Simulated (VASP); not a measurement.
Runs of VASP 6.6.1 on ScAl3. The structure is that of space group Pm-3m (No. 221), or close to it. The cells are those of the table. 

```tsv
task	level	cell	cutoff (eV)	gap on the mesh (eV)	pressure (GPa)	relaxed volume (Å³/atom)
relaxation of cell and atoms	PBEsol	relaxed from a = 4.088 Å, 4 atoms	600	none	0.0	16.88
single point	RPBE	a = 4.135 Å, 4 atoms	520	none	(b)	-
relaxation of cell and atoms	RPBE	relaxed from a = 4.088 Å, 4 atoms	600	none	0.0	17.67
relaxation of cell and atoms	r2SCAN+D4	relaxed from a = 4.088 Å, 4 atoms	600	none	0.0	(a)
single point	r2SCAN+D4	a = 4.070 Å, 4 atoms	520	none	0.0	-
single point	PBEsol	a = 4.070 Å, 4 atoms	520	none	0.1	-
```

Alike in all rows: potentials or basis VASP PAW PBE potentials, release 64 (Sc_sv, Al); no spin polarisation; k mesh 6 × 6 × 6; smearing methfessel-paxton 0.05 eV.

Fill in the values left out.

(a) 16.85; (b) -0.1.

Caveats: the PAW data sets were made with another functional, which shifts forces and pressure a little.

A gap of «none» marks levels without a gap at the run's occupations.
